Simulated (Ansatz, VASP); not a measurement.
**Two plane-wave programs on Si**

```xyz
4
Lattice="3.7514 0.0000 0.0000 -1.8757 3.2488 0.0000 0.0000 0.0000 6.2723" Properties=species:S:1:pos:R:3 pbc="T T T"
Si    0.0000    0.0000    5.0925
Si    0.0000    0.0000    1.1798
Si    0.0000    2.1659    4.1617
Si    1.8757    1.0829    2.1106
```

Alike in both runs: functional PBE; k mesh 12 × 12 × 8; occupations gaussian, width 0.1 eV; no spin polarisation.

Ansatz relaxed the structure, and its values are those at the end. VASP's run is a single point on that final structure, the one shown.

|  | VASP | Ansatz |
| --- | --- | --- |
| version | VASP 6.6.1 | Ansatz 0.2.0 |
| potentials or method | VASP PAW PBE potentials, release 64 (Si), cutoff 520 eV | scalar-relativistic, plane waves, PAW |
| valence electrons in the cell | 16 | 16 |

Ansatz gave:

```
gap on the k mesh at the Fermi level (eV) : none
pressure (GPa)                            : 0.0
rms of the force components (eV/Å)        : 0.001
```

Q: Which values does VASP return?

A: gap on the k mesh at the Fermi level (eV): none; pressure (GPa): 0.0; rms of the force components (eV/Å): 0.004.

A gap of «none» marks a metal or a gap that the smearing closes.
